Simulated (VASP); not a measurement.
# Ge (Imma) in VASP: notebook, part 2 of 2

VASP 6.6.1. The steps go on from the part before.

## Step 3: Single point, PBEsol (atoms displaced along a vibrational mode, the cell strained)

The input, INCAR:

```
PREC = Accurate
ENCUT = 520
EDIFF = 1E-6
ISMEAR = 0
SIGMA = 0.15
LREAL = F
LASPH = T
NELM = 60
ALGO = Normal
ISIF = 2
LWAVE = F
LCHARG = F
GGA = PS
NBANDS = 21
```

The input, KPOINTS:

```
Automatic mesh
0
Gamma
  14 14 14
```

The input, POSCAR:

```
Ge
1.0
    0.0000000000      2.8143074359      2.8143074359
    2.8143074359      0.0000000000      2.8143074359
    2.8143074359      2.8143074359      0.0000000000
Ge
2
Direct
    0.5049332919      0.4950667081      0.4950667081
    0.7450667081      0.7549332919      0.7549332919
```

Potentials or basis: VASP PAW PBE potentials, release 64 (Ge_d).

Command:

```console
> cat potpaw_PBE.64/Ge_d/POTCAR > POTCAR
> mpirun -np 1 vasp_std > vasp.out
```

It took 2.2 min on 1 thread of Intel Xeon 6975P-C (Granite Rapids), shared host; peak memory 0.41 GiB.

It converged, with:

```yaml
Free_energy: -9.8511 eV
Pressure: 1.5 GPa
Largest_force: 0.635 eV/Å
Band_gap_on_the_k_mesh: zero (bands 14 and 15 overlap by 0.05 eV)
```

Forces on the atoms (eV/Å):
```
Ge   0.635  0.000  0.000
Ge  -0.635  0.000  0.000
```

Stress tensor (GPa, compression positive):
```
 1.41  0.00  0.00
 0.00  1.52 -1.86
 0.00 -1.86  1.52
```

Levels at points of the mesh, in eV from the Fermi level:
```csv
k point,band 12,band 13,band 14,band 15,band 16,band 17
"(0.00, 0.00, 0.00)",-0.39,-0.11,0.01,0.14,2.22,2.41
"(0.50, 0.00, 0.00)",-7.66,-1.72,-1.43,-0.04,3.36,3.75
"(0.00, 0.50, 0.00)",-7.99,-1.67,-1.40,0.13,3.45,3.83
"(0.50, 0.50, 0.00)",-9.09,-3.26,-3.26,0.52,0.52,9.50
"(0.00, 0.50, 0.50)",-8.89,-3.35,-3.19,0.37,0.68,9.38
```

Caveat: the cell differs from its parent crystal (atoms displaced along a vibrational mode, the cell strained); semilocal functionals underestimate gaps, and a narrow one can read as zero; the PAW data sets were made with another functional, which shifts forces and pressure a little.

## Step 4: Single point, PBEsol (atoms displaced along a vibrational mode, the cell strained)

The input, INCAR:

```
PREC = Accurate
ENCUT = 520
EDIFF = 1E-6
ISMEAR = 0
SIGMA = 0.15
LREAL = False
LASPH = True
NELM = 100
ALGO = Normal
ISIF = 2
LWAVE = False
LCHARG = True
GGA = PS
LELF = True
LVHAR = True
NBANDS = 21
```

The input, KPOINTS:

```
regular mesh
0
Gamma
  14 14 14
```

The input, POSCAR:

```
Ge
1.0
    0.0000000000      2.8143074359      2.8143074359
    2.8143074359      0.0000000000      2.8143074359
    2.8143074359      2.8143074359      0.0000000000
Ge
2
Direct
    0.5098665837      0.4901334163      0.4901334163
    0.7401334163      0.7598665837      0.7598665837
```

Potentials or basis: VASP PAW PBE potentials, release 64 (Ge_d).

Command:

```console
> cat potpaw_PBE.64/Ge_d/POTCAR > POTCAR
> mpirun -np 1 vasp_std > vasp.out
```

OUTCAR:

```text
PREC = Accurate
   ENCUT = 520
   EDIFF = 1E-6
   ISMEAR = 0
   LREAL = False
   LASPH = True
   NELM = 100
   ISIF = 2
   GGA = PS

 ion  position               nearest neighbor table
   1  0.510  0.490  0.490-   2 2.37   2 2.37   2 2.50   2 2.50
   2  0.740  0.760  0.760-   1 2.37   1 2.37   1 2.50   1 2.50

  LATTYP: Found a face centered cubic cell.
 ALAT       =     5.6286148718

  Lattice vectors:

 A1 = (   0.0000000000,   2.8143074359,   2.8143074359)
 A2 = (   2.8143074359,   0.0000000000,   2.8143074359)
[... 191 lines left out ...]
      4     -19.7527      2.00000
      5     -19.7475      2.00000
      6     -19.5426      2.00000
[... 565 lines left out ...]
     20      13.2188      0.00000
     21      13.8748      0.00000

 [... further k-points ...]
[... 5 lines left out ...]
  --------------------------------------------------------------------------------------
  -------------------------------------------------------------------------------------
  Total        0.4020494      0.5567278      0.5567278      0.0000000     -1.0447343      0.0000000
  in kB       14.4492530     20.0082407     20.0082407      0.0000000    -37.5467053      0.0000000
  external PRESSURE =      18.1552448 kB  Pullay stress =       0.0000000 kB

 VOLUME and BASIS-vectors are now :
 -----------------------------------------------------------------------------
  energy-cutoff  :      520.00
  volume of cell :       44.58
      direct lattice vectors                 reciprocal lattice vectors
     0.000000000  2.814307436  2.814307436    -0.177663603  0.177663603  0.177663603
     2.814307436  0.000000000  2.814307436     0.177663603 -0.177663603  0.177663603
     2.814307436  2.814307436  0.000000000     0.177663603  0.177663603 -0.177663603

 POSITION                                       TOTAL-FORCE (eV/Angst)
 -----------------------------------------------------------------------------------
      2.75877      2.81431      2.81431         1.254200      0.000000      0.000000
      4.27700      4.22146      4.22146        -1.254200      0.000000      0.000000
 -----------------------------------------------------------------------------------
    total drift:                                0.000000      0.000000      0.000000

  FREE ENERGIE OF THE ION-ELECTRON SYSTEM (eV)
  ---------------------------------------------------
  free  energy   TOTEN  =        -9.7985897594 eV

  energy  without entropy=       -9.7978534016  energy(sigma->0) =       -9.79822158
```

stdout:

```text
POSCAR found type information on POSCAR Ge
 POSCAR found :  1 types and       2 ions
 scaLAPACK will be used
 -----------------------------------------------------------------------------
|                                                                             |
|                                                                             |
|     You enforced a specific xc type in the INCAR file but a different       |
|     I HOPE YOU KNOW WHAT YOU ARE DOING!                                     |
|                                                                             |
 -----------------------------------------------------------------------------

 LDA part: xc-table for (Slater+PW92), standard interpolation
 POSCAR, INCAR and KPOINTS ok, starting setup
 FFT: planning ... GRIDC
 FFT: planning ... GRID_SOFT
 FFT: planning ... GRID
 WAVECAR not read
 entering main loop
```

Run time: 2.2 min. Hardware: 1 thread of Intel Xeon 6975P-C (Granite Rapids), shared host; peak memory 0.41 GiB.

Results:

```
Free energy            : -9.7986 eV
Pressure               : 1.8 GPa
Largest force          : 1.254 eV/Å
Band gap on the k mesh : zero (bands 14 and 15 overlap by 0.38 eV)
```

Forces in eV/Å, atoms in the order of the input:
```
Ge   1.254  0.000  0.000
Ge  -1.254  0.000  0.000
```

Stress tensor (GPa, compression positive):
```
 1.44  0.00  0.00
 0.00  2.00 -3.75
 0.00 -3.75  2.00
```

Caveat: the cell differs from its parent crystal (atoms displaced along a vibrational mode, the cell strained); semilocal functionals underestimate gaps, and a narrow one can read as zero; the PAW data sets were made with another functional, which shifts forces and pressure a little.

## Step 5: Overview

```tsv
cell	gap on the mesh (eV)	pressure (GPa)	largest force (eV/Å)
a = 3.946 Å, angles 60.0°, 2 atoms, atomic positions A	none	4.2	1.32
a = 3.980 Å, angles 60.0°, 2 atoms, atomic positions B	none	1.5	0.64
a = 3.980 Å, angles 60.0°, 2 atoms, atomic positions A	none	1.8	1.25
```

Alike in all rows: task single point; level PBEsol; potentials or basis VASP PAW PBE potentials, release 64 (Ge_d); no spin polarisation; k mesh 14 × 14 × 14; cutoff (eV) 520; smearing gaussian 0.15 eV.

Caveats: semilocal functionals underestimate gaps, and a narrow one can read as zero; the PAW data sets were made with another functional, which shifts forces and pressure a little; the cell stands under pressure (at least some runs).

Total energies depend on the potentials used, so only differences within one code and one set of settings carry meaning.
